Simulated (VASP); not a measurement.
# Cr (R-3m) in VASP: single point with r2SCAN

Aim: the single point of Cr with r2SCAN.

All numbers are computed with VASP 6.6.1; they aren't measurements. Logs are shortened: lines on timing, memory, paths and dates and some standing lists are left out, and cuts for length are marked.

## 1. The cell of the first run

The structure is trigonal, space group R-3m (No. 166). The conventional cell has a = 3.957 Å, b = 3.957 Å, c = 2.505 Å, α = 90.00°, β = 90.00°, γ = 120.00°. Cr (site symmetry -3m) has 14 Cr at 2.43 to 2.83 Å within 3.2 Å.

## 2. Single point, r2SCAN

File POSCAR:

```
Cr
1.0
    3.9569351800      0.0000000000      0.0000000000
   -1.9784675900      3.4268063870      0.0000000000
    0.0000000000      0.0000000000      2.5053214339
Cr
3
Direct
    0.3333335377      0.0000000000      0.3333333333
    0.0000000000      0.3333335377      0.6666666667
    0.6666664623      0.6666664623      0.0000000000
```

File INCAR.step1:

```
SYSTEM = Cr
ALGO     = Normal         ! electronic algorithm
EDIFF    = 1E-4           ! SCF threshold, eV
ENCUT    = 520            ! plane-wave cutoff, eV
GGA      = PE             ! functional
ISMEAR   = 0              ! smearing method
LASPH    = .TRUE.         ! aspherical terms in the spheres
LCHARG   = .FALSE.        ! write CHGCAR
LREAL    = .FALSE.        ! projectors in reciprocal space
LWAVE    = .TRUE.         ! write WAVECAR
NBANDS   = 25             ! bands
NELM     = 80             ! most SCF steps
PREC     = Accurate       ! precision mode
SIGMA    = 0.1            ! smearing width, eV
```

File INCAR.step2:

```
SYSTEM = Cr
ALGO     = Normal         ! electronic algorithm
EDIFF    = 1E-6           ! SCF threshold, eV
ENCUT    = 520            ! plane-wave cutoff, eV
ISIF     = 2              ! what is computed and relaxed
ISMEAR   = 0              ! smearing method
ISTART   = 1            
LASPH    = .TRUE.         ! aspherical terms in the spheres
LCHARG   = .FALSE.        ! write CHGCAR
LMIXTAU  = .TRUE.       
LREAL    = .FALSE.        ! projectors in reciprocal space
LWAVE    = .FALSE.        ! write WAVECAR
METAGGA  = R2SCAN         ! meta-GGA
NBANDS   = 25             ! bands
NELM     = 80             ! most SCF steps
PREC     = Accurate       ! precision mode
SIGMA    = 0.1            ! smearing width, eV
```

File KPOINTS:

```
k-points
0
G
  6 6 4
  0 0 0
```

Potentials or basis: VASP PAW PBE potentials, release 64 (Cr_pv).

Launch:

```sh
$ cat potpaw_PBE.64/Cr_pv/POTCAR > POTCAR
$ cp INCAR.step1 INCAR
$ mpirun -np 1 vasp_std > vasp.out
$ cp INCAR.step2 INCAR
$ mpirun -np 1 vasp_std > vasp.out
```

OUTCAR:

```text
SYSTEM = Cr
   EDIFF = 1E-6
   ENCUT = 520
   ISIF = 2
   ISMEAR = 0
   ISTART = 1
   LASPH = .TRUE.
   LREAL = .FALSE.
   METAGGA = R2SCAN
   NELM = 80
   PREC = Accurate

 ion  position               nearest neighbor table
   1  0.333  0.000  0.333-   3 2.43   3 2.43   2 2.43   2 2.43   3 2.43   2 2.43   2 2.83   2 2.83
                             3 2.83   3 2.83   2 2.83   3 2.83
   2  0.000  0.333  0.667-   3 2.43   3 2.43   1 2.43   1 2.43   3 2.43   1 2.43   1 2.83   1 2.83
                             3 2.83   3 2.83   1 2.83   3 2.83
   3  0.667  0.667  0.000-   1 2.43   2 2.43   1 2.43   2 2.43   2 2.43   1 2.43   1 2.83   1 2.83
                             2 2.83   2 2.83   2 2.83   1 2.83

  LATTYP: Found a hexagonal cell.
 ALAT       =     3.9569351800
 C/A-ratio  =     0.6331469483

  Lattice vectors:

 A1 = (   3.9569351800,   0.0000000000,   0.0000000000)
 A2 = (  -1.9784675900,   3.4268063870,   0.0000000000)
 A3 = (   0.0000000000,   0.0000000000,   2.5053214339)

Analysis of symmetry for initial positions (statically):
=====================================================================
 Subroutine PRICEL returns following result:

  LATTYP: Found a trigonal (rhomboedric) cell.
 ALAT       =     2.4323902543
 COS(alpha) =    -0.3231885047

  Lattice vectors:

 A1 = (  -1.9784688030,   1.1422694960,   0.8351071448)
 A2 = (  -0.0000012130,  -2.2845368910,   0.8351071448)
 A3 = (   1.9784700160,   1.1422673950,   0.8351071443)

   3 primitive cells build up your supercell.

 Routine SETGRP: Setting up the symmetry group for a
 hexagonal supercell.

 Subroutine GETGRP returns: Found 12 space group operations
 (whereof  2 operations were pure point group operations)
 out of a pool of 24 trial point group operations.

The static configuration has the point symmetry C_2 .
 The point group associated with its full space group is D_3d.

Analysis of symmetry for dynamics (positions and initial velocities):
=====================================================================
 Subroutine PRICEL returns following result:

  LATTYP: Found a trigonal (rhomboedric) cell.
 ALAT       =     2.4323902543
 COS(alpha) =    -0.3231885047

  Lattice vectors:

 A1 = (  -1.9784688030,   1.1422694960,   0.8351071448)
 A2 = (  -0.0000012130,  -2.2845368910,   0.8351071448)
 A3 = (   1.9784700160,   1.1422673950,   0.8351071443)

   3 primitive cells build up your supercell.

 Routine SETGRP: Setting up the symmetry group for a
 hexagonal supercell.

 Subroutine GETGRP returns: Found 12 space group operations
 (whereof  2 operations were pure point group operations)
 out of a pool of 24 trial point group operations.

The dynamic configuration has the point symmetry C_2 .
 The point group associated with its full space group is D_3d.

 Subroutine INISYM returns: Found 12 space group operations
 (whereof  2 operations are pure point group operations),
 and found     3 'primitive' translations

----------------------------------------------------------------------------------------

                                     Primitive cell

  volume of cell :      11.3238

  direct lattice vectors                    reciprocal lattice vectors
    -1.978468803  1.142269496  0.835107145    -0.252720534  0.145908626  0.399150379
    -0.000001213 -2.284536891  0.835107145    -0.000000155 -0.291816985  0.399150379
     1.978470016  1.142267395  0.835107144     0.252720690  0.145908358  0.399150379

  length of vectors
     2.432390254  2.432388281  2.432390254     0.494447187  0.494447346  0.494447187

  position of ions in fractional coordinates (direct lattice)
     0.000000204  0.333333129  0.666666667

  ion indices of the primitive-cell ions
   primitive index   ion index
                 1           1

----------------------------------------------------------------------------------------

 KPOINTS: k-points

Automatic generation of k-mesh.
 Grid dimensions read from file:
 generate k-points for:    6    6    4

 Generating k-lattice:

  Cartesian coordinates                     Fractional coordinates (reciprocal lattice)
     0.042120141  0.024318075  0.000000000     0.166666667 -0.000000000  0.000000000
     0.000000000  0.048636149  0.000000000     0.000000000  0.166666667  0.000000000
     0.000000000  0.000000000  0.099787595     0.000000000  0.000000000  0.250000000

  Length of vectors
     0.048636149  0.048636149  0.099787595

  Shift w.r.t. Gamma in fractional coordinates (k-lattice)
     0.000000000  0.000000000  0.000000000

 Subroutine IBZKPT returns following result:
 ===========================================

 Found     24 irreducible k-points:

 Following reciprocal coordinates:
            Coordinates               Weight
  0.000000  0.000000  0.000000      1.000000
  0.166667  0.000000  0.000000      6.000000
  0.333333  0.000000  0.000000      6.000000
  0.500000  0.000000  0.000000      3.000000
  0.166667  0.166667  0.000000      6.000000
  0.333333  0.166667  0.000000     12.000000
[... 16 lines left out ...]
  0.333333  0.166667  0.500000     12.000000
  0.333333  0.333333  0.500000      2.000000
   k-points           NKPTS =     24   k-points in BZ     NKDIM =     24   number of bands    NBANDS=     25
   number of dos      NEDOS =    301   number of ions     NIONS =      3
   total plane-waves  NPLWV =  18000
   dimension x,y,z NGX =    30 NGY =   30 NGZ =   20
   dimension x,y,z NGXF=    60 NGYF=   60 NGZF=   40
   ions per type =               3
   NGX,Y,Z   is equivalent  to a cutoff of  12.60, 12.60, 13.27 a.u.
   NGXF,Y,Z  is equivalent  to a cutoff of  25.21, 25.21, 26.54 a.u.
 SYSTEM =  Cr
   PREC   = accura    normal or accurate (medium, high low for compatibility)
   ISTART =      1    job   : 0-new  1-cont  2-samecut
   ICHARG =      0    charge: 1-file 2-atom 10-const
   ISPIN  =      1    spin polarized calculation?
   LNONCOLLINEAR =      F non collinear calculations
   LSORBIT =      F    spin-orbit coupling
   LASPH  =      T    aspherical Exc in radial PAW
   ENCUT  =  520.0 eV  38.22 Ry    6.18 a.u.   7.36  7.36  4.66*2*pi/ulx,y,z
   NELM   =     80;   NELMIN=  2; NELMDL=  0     # of ELM steps
   EDIFF  = 0.1E-05   stopping-criterion for ELM
   LREAL  =      F    real-space projection
   EDIFFG = 0.1E-04   stopping-criterion for IOM
   NSW    =      0    number of steps for IOM
   IBRION =     -1    ionic relax: 0-MD 1-quasi-New 2-CG
   NFREE  =      0    steps in history (QN), initial steepest desc. (CG)
   ISIF   =      2    stress and relaxation
   ISYM   =      2    0-nonsym 1-usesym 2-fastsym
   POTIM  = 0.5000    time-step for ionic-motion
   TEBEG  =    0.0;   TEEND  =   0.0 temperature during run
   PSTRESS=    0.0 pullay stress
   NELECT =      36.0000    total number of electrons
   NUPDOWN=      -1.0000    fix difference up-down
   EMIN   =  10.00;   EMAX   =-10.00  energy-range for DOS
   EFERMI =   0.00;   METHOD = LEGACY
   ISMEAR =     0;   SIGMA  =   0.10  broadening in eV -4-tet -1-fermi 0-gaus
   EFERMI_NEDOS =   21; number of points for ismear=-14 and -15
   IALGO  =     38    algorithm
   IMIX   =      4    mixing-type and parameters
     AMIX     =   0.40;   BMIX     =  1.00
     AMIX_MAG =   1.60;   BMIX_MAG =  1.00
  volume/ion in A,a.u.               =      11.32        76.42
  Fermi-wavevector in a.u.,A,eV,Ry     =   1.669059  3.154064 37.902536  2.785758
  Thomas-Fermi vector in A             =   2.754798
   LORBIT       =      0    0 simple, 1 ext, 2 COOP (PROOUT), +10 PAW based schemes
   METAGGA = R2SCAN    functional components
   LHFCALC =     F    Hartree Fock is set to
   AEXX    =    0.0000 exact exchange contribution
   IVDW    =     0    specifies the selected vdW correction
   LEPSILON=     F    determine dielectric tensor
   LRPA    =     F    only Hartree local field effects (RPA)
 non-spin polarized calculation
 Gauss-broadening in eV      SIGMA  =   0.10
  energy-cutoff  :      520.00
  volume of cell :       33.97
 maximum number of plane-waves:       923
 NGX is ok and might be reduce to    30
   NGX = 15   NGY = 15   NGZ =  9

 number of electron      35.9999994 magnetization

 Free energy of the ion-electron system (eV)
  ---------------------------------------------------
  ext. energy  EPLUGINS =         0.00000000
  ---------------------------------------------------
  free energy    TOTEN  =       -44.34520027 eV

  energy without entropy =      -44.33187509  energy(sigma->0) =      -44.33853768

 E-fermi :  11.2093     XC(G=0): -15.1105

 val. band max:       11.1939905565   @ k =  -0.1667   0.5000   0.2500
 cond. band min:      11.2445876328   @ k =   0.3333   0.0000   0.5000
 fundamental gap:      0.0505970763
 Fermi energy:        11.2092726418

 k-point     1 :       0.0000    0.0000    0.0000
  band No.  band energies     occupation
      1     -33.7822      2.00000
      2     -33.7822      2.00000
      3     -33.7822      2.00000
      4     -33.7822      2.00000
      5     -33.2623      2.00000
      6     -33.2623      2.00000
[... 17 lines left out ...]
     24      12.7404      0.00000
     25      12.7404      0.00000

 k-point     2 :       0.1667    0.0000    0.0000
  band No.  band energies     occupation
      1     -33.9554      2.00000
      2     -33.9146      2.00000
      3     -33.5873      2.00000
      4     -33.5806      2.00000
      5     -33.2494      2.00000
      6     -33.2388      2.00000
[... 17 lines left out ...]
     24      13.0069      0.00000
     25      13.0829      0.00000

 k-point     3 :       0.3333    0.0000    0.0000
  band No.  band energies     occupation
      1     -34.0751      2.00000
      2     -33.8864      2.00000
      3     -33.4561      2.00000
      4     -33.4089      2.00000
      5     -33.4017      2.00000
      6     -33.2204      2.00000
[... 17 lines left out ...]
     24      13.0139      0.00000
     25      13.2705      0.00000

 k-point     4 :       0.5000    0.0000    0.0000
  band No.  band energies     occupation
      1     -34.1178      2.00000
      2     -33.6932      2.00000
      3     -33.6932      2.00000
      4     -33.4287      2.00000
      5     -33.2485      2.00000
      6     -33.2485      2.00000
[... 17 lines left out ...]
     24      12.9390      0.00000
     25      13.0969      0.00000
[... 477 lines left out ...]
 k-point    22 :       0.1667    0.1667    0.5000
  band No.  band energies     occupation
      1     -33.9307      2.00000
      2     -33.9307      2.00000
      3     -33.8419      2.00000
      4     -33.6610      2.00000
      5     -33.6277      2.00000
      6     -33.4508      2.00000
[... 17 lines left out ...]
     24      13.7875      0.00000
     25      14.3884      0.00000

 k-point    23 :       0.3333    0.1667    0.5000
  band No.  band energies     occupation
      1     -34.0472      2.00000
      2     -33.9413      2.00000
      3     -33.9047      2.00000
      4     -33.5998      2.00000
      5     -33.5303      2.00000
      6     -33.4156      2.00000
[... 17 lines left out ...]
     24      13.7698      0.00000
     25      14.3885      0.00000

 k-point    24 :       0.3333    0.3333    0.5000
  band No.  band energies     occupation
      1     -34.0038      2.00000
      2     -34.0038      2.00000
      3     -34.0038      2.00000
      4     -33.4658      2.00000
      5     -33.4658      2.00000
      6     -33.4658      2.00000
[... 17 lines left out ...]
     24      14.0106      0.00000
     25      14.4021      0.00000

------------------------ aborting loop because EDIFF is reached ----------------------------------------

  FORCE on cell =-STRESS in cart. coord.  units (eV):
  Direction    XX          YY          ZZ          XY          YZ          ZX
  --------------------------------------------------------------------------------------
  -------------------------------------------------------------------------------------
  Total        0.1518373      0.1518373      0.0829959      0.0000000     -0.0000000     -0.0000000
  in kB        7.1610542      7.1610542      3.9143111      0.0000000     -0.0000000     -0.0000000
  external PRESSURE =       6.0788065 kB  Pullay stress =       0.0000000 kB

 VOLUME and BASIS-vectors are now :
 -----------------------------------------------------------------------------
  energy-cutoff  :      520.00
  volume of cell :       33.97
      direct lattice vectors                 reciprocal lattice vectors
     3.956935180  0.000000000  0.000000000     0.252720844  0.145908448  0.000000000
    -1.978467590  3.426806387  0.000000000     0.000000000  0.291816895  0.000000000
     0.000000000  0.000000000  2.505321434     0.000000000  0.000000000  0.399150379

 POSITION                                       TOTAL-FORCE (eV/Angst)
 -----------------------------------------------------------------------------------
      1.31898      0.00000      0.83511        -0.000000      0.000000     -0.000000
     -0.65949      1.14227      1.67021         0.000000      0.000000      0.000000
      1.31898      2.28454      0.00000         0.000000     -0.000000     -0.000000
 -----------------------------------------------------------------------------------
    total drift:                               -0.000109      0.000188     -0.000003

  FREE ENERGIE OF THE ION-ELECTRON SYSTEM (eV)
  ---------------------------------------------------
  free  energy   TOTEN  =       -44.3452002711 eV

  energy  without entropy=      -44.3318750885  energy(sigma->0) =      -44.33853768
```

It took 46 s on 1 thread of Intel Xeon 6975P-C (Granite Rapids), shared host; peak memory 0.15 GiB.

Results:

- Free energy: -44.3452 eV
- Pressure: 0.6 GPa
- Band gap on the k mesh: zero (band 18 reaches 12.95 eV, above the bottom of band 19 at 10.46 eV)

Stress tensor (GPa, compression positive):
```
0.72 0.00 0.00
0.00 0.72 0.00
0.00 0.00 0.39
```

Caveat: the k points lie up to 0.63 Å⁻¹ apart; the PAW data sets were made with another functional, which shifts forces and pressure a little; the run has no spin polarisation, though such a crystal can be magnetic. Spin polarisation is off, so any magnetic state and its effect on volume and gap are missing.
